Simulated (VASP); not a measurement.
A run of VASP 6.6.1 is set up as follows.

File INCAR:

```
PREC = Accurate
ENCUT = 520
EDIFF = 1E-6
ISMEAR = 0
SIGMA = 0.15
LREAL = F
LASPH = T
NELM = 80
ALGO = Normal
ISIF = 2
LWAVE = F
LCHARG = F
GGA = CA
NBANDS = 14
```

The input KPOINTS:

```
Automatic mesh
0
Gamma
  18 18 18
```

Contents of POSCAR:

```
ZrB
1.0
    0.0000000000      2.2683457717      2.4101173824
    2.2683457717      0.0000000000      2.4101173824
    2.2683457717      2.2683457717      0.0000000000
Zr B
1 1
Direct
    0.0000000000      0.0000000000      0.0000000000
    0.5000000000      0.5000000000      0.5000000000
```

Potentials or basis: VASP PAW LDA potentials, release 64 (Zr_sv, B).

The run is started by

```sh
$ cat potpaw_LDA.64/Zr_sv/POTCAR potpaw_LDA.64/B/POTCAR > POTCAR
$ mpirun -np 1 vasp_std > vasp.out
```

(1) What does it give for the band gap on the k mesh?

(2) Estimate the pressure.

Answers

(1) zero (an odd number of electrons rules out a gap without spin polarisation).

(2) 30.4 GPa.

Caveat: the cell stands under pressure.
